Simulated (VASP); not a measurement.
# Te (R-3m) in VASP: further runs

The runs below take Te through single point, with PBE.

All numbers are computed with VASP 6.6.1; they aren't measurements. Logs are shortened: lines on timing, memory, paths and dates and some standing lists are left out, and cuts for length are marked.

## Step 1: The cell of the first run

The structure is trigonal, space group R-3m (No. 166). The conventional cell has a = 4.712 Å, b = 4.712 Å, c = 5.374 Å, α = 90.00°, β = 90.00°, γ = 120.00°. Within 4.3 Å of Te (site symmetry -3m) lie 6 Te at 3.26 Å.

## Step 2: Single point, PBE (34.45 Å³/atom)

INCAR reads:

```
SYSTEM = Te
  PREC = Accurate
  ENCUT = 520
  EDIFF = 1E-6
  ISMEAR = 0
  SIGMA = 0.15
  LREAL = .False.
  LASPH = .True.
  NELM = 100
  ALGO = Normal
  ISIF = 2
  LWAVE = .False.
  LCHARG = .True.
  GGA = PE
  LELF = .True.
  LVHAR = .True.
  NBANDS = 9
```

KPOINTS reads:

```
Automatic mesh
0
Gamma
  15 15 15
  0 0 0
```

POSCAR reads:

```
Te
1.0
    2.3562159235      1.3603618977      1.7913524261
   -2.3562159235      1.3603618977      1.7913524261
    0.0000000000     -2.7207237954      1.7913524261
Te
1
Direct
    0.5000000000      0.5000000000      0.5000000000
```

Potentials or basis: VASP PAW PBE potentials, release 64 (Te).

The run is started by

```
cat potpaw_PBE.64/Te/POTCAR > POTCAR
mpirun -np 1 vasp_std > vasp.out
```

OUTCAR:

```text
SYSTEM = Te
   PREC = Accurate
   ENCUT = 520
   EDIFF = 1E-6
   ISMEAR = 0
   LREAL = .False.
   LASPH = .True.
   NELM = 100
   ISIF = 2
   GGA = PE

 ion  position               nearest neighbor table
   1  0.500  0.500  0.500-

  LATTYP: Found a trigonal (rhomboedric) cell.
 ALAT       =     3.2574961988
 COS(alpha) =    -0.0463869959

  Lattice vectors:

 A1 = (   2.3562159235,   1.3603618977,   1.7913524261)
 A2 = (  -2.3562159235,   1.3603618977,   1.7913524261)
 A3 = (   0.0000000000,  -2.7207237954,   1.7913524261)

Analysis of symmetry for initial positions (statically):
=====================================================================
 Subroutine PRICEL returns:
 Original cell was already a primitive cell.

 Routine SETGRP: Setting up the symmetry group for a
 trigonal (rhombohedral) supercell.

 Subroutine GETGRP returns: Found 12 space group operations
 (whereof 12 operations were pure point group operations)
 out of a pool of 12 trial point group operations.

The static configuration has the point symmetry D_3d.

Analysis of symmetry for dynamics (positions and initial velocities):
=====================================================================
 Subroutine PRICEL returns:
 Original cell was already a primitive cell.

 Routine SETGRP: Setting up the symmetry group for a
 trigonal (rhombohedral) supercell.

 Subroutine GETGRP returns: Found 12 space group operations
 (whereof 12 operations were pure point group operations)
 out of a pool of 12 trial point group operations.

The dynamic configuration has the point symmetry D_3d.

 Subroutine INISYM returns: Found 12 space group operations
 (whereof 12 operations are pure point group operations),
 and found     1 'primitive' translations

----------------------------------------------------------------------------------------

                                     Primitive cell

  volume of cell :      34.4510

  direct lattice vectors                    reciprocal lattice vectors
     2.356215924  1.360361898  1.791352426     0.212204660  0.122516418  0.186079148
    -2.356215924  1.360361898  1.791352426    -0.212204660  0.122516418  0.186079148
     0.000000000 -2.720723795  1.791352426     0.000000000 -0.245032836  0.186079148

  length of vectors
     3.257496199  3.257496199  3.257496199     0.307679281  0.307679281  0.307679281

  position of ions in fractional coordinates (direct lattice)
     0.500000000  0.500000000  0.500000000

  ion indices of the primitive-cell ions
   primitive index   ion index
                 1           1

----------------------------------------------------------------------------------------

 KPOINTS: Automatic mesh

Automatic generation of k-mesh.
 Grid dimensions read from file:
 generate k-points for:   15   15   15

 Generating k-lattice:

  Cartesian coordinates                     Fractional coordinates (reciprocal lattice)
     0.014146977  0.008167761  0.012405277     0.066666667  0.000000000  0.000000000
    -0.014146977  0.008167761  0.012405277     0.000000000  0.066666667  0.000000000
     0.000000000 -0.016335522  0.012405277     0.000000000  0.000000000  0.066666667

  Length of vectors
     0.020511952  0.020511952  0.020511952

  Shift w.r.t. Gamma in fractional coordinates (k-lattice)
     0.000000000  0.000000000  0.000000000

 Subroutine IBZKPT returns following result:
 ===========================================

 Found    344 irreducible k-points:

 Following reciprocal coordinates:
            Coordinates               Weight
  0.000000  0.000000  0.000000      1.000000
  0.066667  0.000000 -0.000000      6.000000
  0.133333  0.000000 -0.000000      6.000000
  0.200000  0.000000  0.000000      6.000000
  0.266667  0.000000 -0.000000      6.000000
  0.333333 -0.000000 -0.000000      6.000000
[... 16 lines left out ...]
  0.133333  0.133333 -0.000000      6.000000
  0.200000  0.133333 -0.000000     12.000000
 [... further k-points ...]
   k-points           NKPTS =    344   k-points in BZ     NKDIM =    344   number of bands    NBANDS=      9
   number of dos      NEDOS =    301   number of ions     NIONS =      1
   total plane-waves  NPLWV =  13824
   dimension x,y,z NGX =    24 NGY =   24 NGZ =   24
   dimension x,y,z NGXF=    48 NGYF=   48 NGZF=   48
   ions per type =               1
   NGX,Y,Z   is equivalent  to a cutoff of  12.25, 12.25, 12.25 a.u.
   NGXF,Y,Z  is equivalent  to a cutoff of  24.50, 24.50, 24.50 a.u.
 SYSTEM =  Te
   PREC   = accura    normal or accurate (medium, high low for compatibility)
   ISTART =      0    job   : 0-new  1-cont  2-samecut
   ICHARG =      2    charge: 1-file 2-atom 10-const
   ISPIN  =      1    spin polarized calculation?
   LNONCOLLINEAR =      F non collinear calculations
   LSORBIT =      F    spin-orbit coupling
   LASPH  =      T    aspherical Exc in radial PAW
   ENCUT  =  520.0 eV  38.22 Ry    6.18 a.u.   6.06  6.06  6.06*2*pi/ulx,y,z
   NELM   =    100;   NELMIN=  2; NELMDL= -5     # of ELM steps
   EDIFF  = 0.1E-05   stopping-criterion for ELM
   LREAL  =      F    real-space projection
[... 7 lines left out ...]
   TEBEG  =    0.0;   TEEND  =   0.0 temperature during run
   PSTRESS=    0.0 pullay stress
   NELECT =       6.0000    total number of electrons
   NUPDOWN=      -1.0000    fix difference up-down
   EMIN   =  10.00;   EMAX   =-10.00  energy-range for DOS
   EFERMI =   0.00;   METHOD = LEGACY
   ISMEAR =     0;   SIGMA  =   0.15  broadening in eV -4-tet -1-fermi 0-gaus
   EFERMI_NEDOS =   21; number of points for ismear=-14 and -15
   IALGO  =     38    algorithm
   IMIX   =      4    mixing-type and parameters
     AMIX     =   0.40;   BMIX     =  1.00
     AMIX_MAG =   1.60;   BMIX_MAG =  1.00
  volume/ion in A,a.u.               =      34.45       232.49
  Fermi-wavevector in a.u.,A,eV,Ry     =   0.914235  1.727654 11.372105  0.835826
  Thomas-Fermi vector in A             =   2.038839
   LORBIT       =      0    0 simple, 1 ext, 2 COOP (PROOUT), +10 PAW based schemes
   GGA     = PE    functional components
   LHFCALC =     F    Hartree Fock is set to
   AEXX    =    0.0000 exact exchange contribution
   IVDW    =     0    specifies the selected vdW correction
   LEPSILON=     F    determine dielectric tensor
   LRPA    =     F    only Hartree local field effects (RPA)
 non-spin polarized calculation
 Gauss-broadening in eV      SIGMA  =   0.15
  energy-cutoff  :      520.00
  volume of cell :       34.45
 maximum number of plane-waves:       944
   NGX = 13   NGY = 13   NGZ = 13

 number of electron       6.0000000 magnetization

 Free energy of the ion-electron system (eV)
  ---------------------------------------------------
  ext. energy  EPLUGINS =         0.00000000
  ---------------------------------------------------
  free energy    TOTEN  =        -3.09169706 eV

  energy without entropy =       -3.08559782  energy(sigma->0) =       -3.08864744

 E-fermi :   5.7370     XC(G=0):  -9.0622

 val. band max:        5.7335762832   @ k =  -0.1333   0.1333   0.1333
 cond. band min:       5.7482668641   @ k =  -0.1333   0.2000   0.0667
 fundamental gap:      0.0146905809
 Fermi energy:         5.7369660366

 k-point     1 :       0.0000    0.0000    0.0000
  band No.  band energies     occupation
      1      -7.4441      2.00000
      2       6.7081      0.00000
      3       7.0058      0.00000
      4       7.0058      0.00000
      5      11.9103      0.00000
      6      11.9103      0.00000
      7      12.0694      0.00000
      8      22.5069      0.00000
      9      22.6220      0.00000

 k-point     2 :       0.0667    0.0000   -0.0000
  band No.  band energies     occupation
      1      -7.3955      2.00000
      2       6.3074      0.00000
      3       6.8806      0.00000
      4       7.0475      0.00000
      5      11.9577      0.00000
      6      12.0633      0.00000
      7      12.6441      0.00000
      8      21.2658      0.00000
      9      21.3981      0.00000

 k-point     3 :       0.1333    0.0000   -0.0000
  band No.  band energies     occupation
      1      -7.2523      2.00000
      2       5.1331      2.00000
      3       6.9768      0.00000
      4       7.1687      0.00000
      5      12.0980      0.00000
      6      12.2384      0.00000
      7      14.1374      0.00000
      8      19.9931      0.00000
      9      20.1338      0.00000

 k-point     4 :       0.2000    0.0000    0.0000
  band No.  band energies     occupation
      1      -7.0236      2.00000
      2       3.8207      2.00000
      3       7.1606      0.00000
      4       7.3576      0.00000
      5      12.3244      0.00000
      6      12.5196      0.00000
      7      15.8831      0.00000
      8      18.8687      0.00000
      9      18.9813      0.00000

 k-point     5 :       0.2667    0.0000   -0.0000
  band No.  band energies     occupation
      1      -6.7280      2.00000
      2       2.5833      2.00000
      3       7.3926      0.00000
      4       7.5922      0.00000
      5      12.6215      0.00000
      6      12.9096      0.00000
      7      17.0883      0.00000
      8      17.9884      0.00000
      9      18.2864      0.00000

 k-point     6 :       0.3333   -0.0000   -0.0000
  band No.  band energies     occupation
      1      -6.3999      2.00000
      2       1.5204      2.00000
      3       7.6370      0.00000
      4       7.8387      0.00000
      5      12.9578      0.00000
      6      13.4018      0.00000
      7      16.6348      0.00000
      8      17.2094      0.00000
      9      18.0497      0.00000
[... 169 lines left out ...]
 k-point    21 :      -0.1333    0.0667    0.0000
  band No.  band energies     occupation
      1      -7.2102      2.00000
      2       5.2235      2.00000
      3       6.5709      0.00000
      4       7.1264      0.00000
      5      12.1988      0.00000
      6      12.7360      0.00000
      7      14.0977      0.00000
      8      18.7573      0.00000
      9      20.0964      0.00000

 k-point    22 :      -0.0667    0.0667    0.0000
  band No.  band energies     occupation
      1      -7.3502      2.00000
      2       6.3031      0.00000
      3       6.5104      0.00000
      4       7.0134      0.00000
      5      12.0511      0.00000
      6      12.5823      0.00000
      7      12.6938      0.00000
      8      20.0245      0.00000
      9      21.2619      0.00000

 k-point    23 :       0.1333    0.1333   -0.0000
  band No.  band energies     occupation
      1      -7.0479      2.00000
      2       5.1694      2.00000
      3       5.2811      1.99998
      4       7.2415      0.00000
      5      12.3943      0.00000
      6      14.4191      0.00000
      7      14.4320      0.00000
      8      19.0612      0.00000
      9      20.1219      0.00000

 k-point    24 :       0.2000    0.1333   -0.0000
  band No.  band energies     occupation
      1      -6.8141      2.00000
      2       3.9156      2.00000
      3       5.3994      1.99854
      4       7.4289      0.00000
      5      12.6527      0.00000
      6      14.6167      0.00000
      7      16.0437      0.00000
      8      18.0004      0.00000
      9      19.1147      0.00000

 [... further k-points ...]

------------------------ aborting loop because EDIFF is reached ----------------------------------------

  FORCE on cell =-STRESS in cart. coord.  units (eV):
  Direction    XX          YY          ZZ          XY          YZ          ZX
  --------------------------------------------------------------------------------------
  -------------------------------------------------------------------------------------
  Total       -0.5851744     -0.5851744     -0.4241377      0.0000000      0.0000000      0.0000000
  in kB      -27.2141079    -27.2141079    -19.7249386      0.0000000      0.0000000      0.0000000
  external PRESSURE =     -24.7177181 kB  Pullay stress =       0.0000000 kB

 VOLUME and BASIS-vectors are now :
 -----------------------------------------------------------------------------
  energy-cutoff  :      520.00
  volume of cell :       34.45
      direct lattice vectors                 reciprocal lattice vectors
     2.356215924  1.360361898  1.791352426     0.212204660  0.122516418  0.186079148
    -2.356215924  1.360361898  1.791352426    -0.212204660  0.122516418  0.186079148
     0.000000000 -2.720723795  1.791352426     0.000000000 -0.245032836  0.186079148

 POSITION                                       TOTAL-FORCE (eV/Angst)
 -----------------------------------------------------------------------------------
      0.00000      0.00000      2.68703        -0.000000     -0.000000      0.000000
 -----------------------------------------------------------------------------------
    total drift:                                0.000000      0.000000     -0.000000

  FREE ENERGIE OF THE ION-ELECTRON SYSTEM (eV)
  ---------------------------------------------------
  free  energy   TOTEN  =        -3.0916970583 eV

  energy  without entropy=       -3.0855978151  energy(sigma->0) =       -3.08864744
```

Run time: 15 s. Hardware: 1 thread of Intel Xeon 6975P-C (Granite Rapids), shared host; peak memory 0.21 GiB.

Results:

| Item | Value |
| --- | --- |
| Free energy | -3.0917 eV |
| Pressure | -2.5 GPa |
| Band gap on the k mesh | zero (bands 3 and 4 overlap by 4.59 eV) |

Caveat: spin-orbit coupling is left out, which moves the levels of the heavy elements.

## Step 3: Single point, PBE (35.32 Å³/atom)

This run uses another cell than the first one, of 35.32 Å³/atom.

INCAR reads:

```
SYSTEM = Te
PREC     = Accurate       ! precision mode
ENCUT    = 520            ! plane-wave cutoff, eV
EDIFF    = 1E-6           ! SCF threshold, eV
ISMEAR   = 0              ! smearing method
SIGMA    = 0.15           ! smearing width, eV
LREAL    = .FALSE.        ! projectors in reciprocal space
LASPH    = .TRUE.         ! aspherical terms in the spheres
NELM     = 80             ! most SCF steps
ALGO     = Normal         ! electronic algorithm
ISIF     = 2              ! what is computed and relaxed
LWAVE    = .FALSE.        ! write WAVECAR
LCHARG   = .TRUE.         ! write CHGCAR
GGA      = PE             ! functional
LELF     = .TRUE.         ! ELF
LVHAR    = .TRUE.       
NBANDS   = 9              ! bands
```

KPOINTS reads:

```
regular mesh
0
G
  15 15 15
  0 0 0
```

POSCAR reads:

```
Te
1.0
    2.2724456250      1.3119970933      1.9746037517
   -2.2724456250      1.3119970933      1.9746037517
    0.0000000000     -2.6239941866      1.9746037518
Te
1
Direct
    0.5000000000      0.5000000000      0.5000000000
```

Potentials or basis: VASP PAW PBE potentials, release 64 (Te).

The run is started by

```
cat potpaw_PBE.64/Te/POTCAR > POTCAR
mpirun -np 1 vasp_std > vasp.out
```

OUTCAR:

```text
SYSTEM = Te
   PREC = Accurate
   ENCUT = 520
   EDIFF = 1E-6
   ISMEAR = 0
   LREAL = .FALSE.
   LASPH = .TRUE.
   NELM = 80
   ISIF = 2
   GGA = PE

 ion  position               nearest neighbor table
   1  0.500  0.500  0.500-

  LATTYP: Found a trigonal (rhomboedric) cell.
 ALAT       =     3.2839618554
 COS(alpha) =     0.0423191832

  Lattice vectors:

 A1 = (   2.2724456250,   1.3119970933,   1.9746037517)
 A2 = (  -2.2724456250,   1.3119970933,   1.9746037517)
[... 468 lines left out ...]

 [... further k-points ...]

------------------------ aborting loop because EDIFF is reached ----------------------------------------

  FORCE on cell =-STRESS in cart. coord.  units (eV):
  Direction    XX          YY          ZZ          XY          YZ          ZX
  --------------------------------------------------------------------------------------
  -------------------------------------------------------------------------------------
  Total       -0.6755106     -0.6755106     -0.8574266      0.0000000      0.0000000      0.0000000
  in kB      -30.6397460    -30.6397460    -38.8910757      0.0000000      0.0000000      0.0000000
  external PRESSURE =     -33.3901892 kB  Pullay stress =       0.0000000 kB

 VOLUME and BASIS-vectors are now :
 -----------------------------------------------------------------------------
  energy-cutoff  :      520.00
  volume of cell :       35.32
      direct lattice vectors                 reciprocal lattice vectors
     2.272445625  1.311997093  1.974603752     0.220027267  0.127032802  0.168810240
    -2.272445625  1.311997093  1.974603752    -0.220027267  0.127032802  0.168810240
     0.000000000 -2.623994187  1.974603752     0.000000000 -0.254065604  0.168810240

 POSITION                                       TOTAL-FORCE (eV/Angst)
 -----------------------------------------------------------------------------------
      0.00000      0.00000      2.96191         0.000000     -0.000000      0.000000
 -----------------------------------------------------------------------------------
    total drift:                                0.000000      0.000000     -0.000000

  FREE ENERGIE OF THE ION-ELECTRON SYSTEM (eV)
  ---------------------------------------------------
  free  energy   TOTEN  =        -3.0766630025 eV

  energy  without entropy=       -3.0703249500  energy(sigma->0) =       -3.07349398
```

stdout:

```text
POSCAR found type information on POSCAR Te
 POSCAR found :  1 types and       1 ions
 scaLAPACK will be used
 LDA part: xc-table for (Slater+PW92), standard interpolation
 POSCAR, INCAR and KPOINTS ok, starting setup
 FFT: planning ... GRIDC
 FFT: planning ... GRID_SOFT
 FFT: planning ... GRID
 WAVECAR not read
 entering main loop
```

Wall time 16 s (1 thread of Intel Xeon 6975P-C (Granite Rapids), shared host); peak memory 0.22 GiB.

What came out:

| Item | Value |
| --- | --- |
| Free energy | -3.0767 eV |
| Pressure | -3.3 GPa |
| Band gap on the k mesh | zero (bands 3 and 4 overlap by 4.65 eV) |

Levels at points of the mesh, in eV from the Fermi level:
| k point | band 1 | band 2 | band 3 | band 4 | band 5 | band 6 | band 7 |
| --- | --- | --- | --- | --- | --- | --- | --- |
| (0.00, 0.00, 0.00) | -13.01 | 1.05 | 1.05 | 1.31 | 6.19 | 6.19 | 6.24 |

Caveat: the cell stands under tension; spin-orbit coupling is left out, which moves the levels of the heavy elements.

## Step 4: Single point, PBE (35.32 Å³/atom)

This run uses another cell than the first one, of 35.32 Å³/atom.

INCAR reads:

```
SYSTEM = Te
ALGO = Normal ; EDIFF = 1E-7
ENCUT = 520 ; GGA = PE
ISIF = 2 ; ISMEAR = 0
LASPH = .TRUE. ; LCHARG = .FALSE.
LREAL = .FALSE. ; LWAVE = .FALSE.
NBANDS = 9 ; NELM = 100
PREC = Accurate ; SIGMA = 0.15
```

KPOINTS reads:

```
k-points
0
G
  15 15 15
  0 0 0
```

POSCAR reads:

```
Te
1.0
    2.3972093293      1.3840294516      1.7744143455
   -2.3972093293      1.3840294516      1.7744143455
    0.0000000000     -2.7680589031      1.7744143455
Te
1
Direct
    0.5000000000      0.5000000000      0.5000000000
```

The run is started by

```
cat potpaw_PBE.64/Te/POTCAR > POTCAR
mpirun -np 1 vasp_std > vasp.out
```

It took 15 s on 1 thread of Intel Xeon 6975P-C (Granite Rapids), shared host; peak memory 0.22 GiB.

The run converged. Its results:

```yaml
Free_energy: -3.0717 eV
Pressure: -3.5 GPa
Band_gap_on_the_k_mesh: zero (bands 3 and 4 overlap by 4.24 eV)
```

Stress tensor (GPa, compression positive):
```
-3.88  0.00  0.00
 0.00 -3.88  0.00
 0.00  0.00 -2.67
```

Levels at points of the mesh, in eV from the Fermi level:
```
           k point  band 1  band 2  band 3  band 4  band 5  band 6  band 7
(0.00, 0.00, 0.00)  -12.99    0.90    1.29    1.29    6.24    6.24    6.26
```

Caveat: the cell stands under tension; spin-orbit coupling is left out, which moves the levels of the heavy elements.

## Step 5: Summary

| cell | gap on the mesh (eV) | pressure (GPa) |
| --- | --- | --- |
| a = 3.257 Å, angles 92.7°, 1 atom | none | -2.5 |
| a = 3.284 Å, angles 87.6°, 1 atom | none | -3.3 |
| a = 3.288 Å, angles 93.6°, 1 atom | none | -3.5 |

Alike in all rows: task single point; level PBE; potentials or basis VASP PAW PBE potentials, release 64 (Te); no spin polarisation; k mesh 15 × 15 × 15; cutoff (eV) 520; smearing gaussian 0.15 eV.

Caveats: spin-orbit coupling is left out, which moves the levels of the heavy elements; the cell stands under tension (at least some runs).

Absolute energies hang on the potentials; compare differences alone.
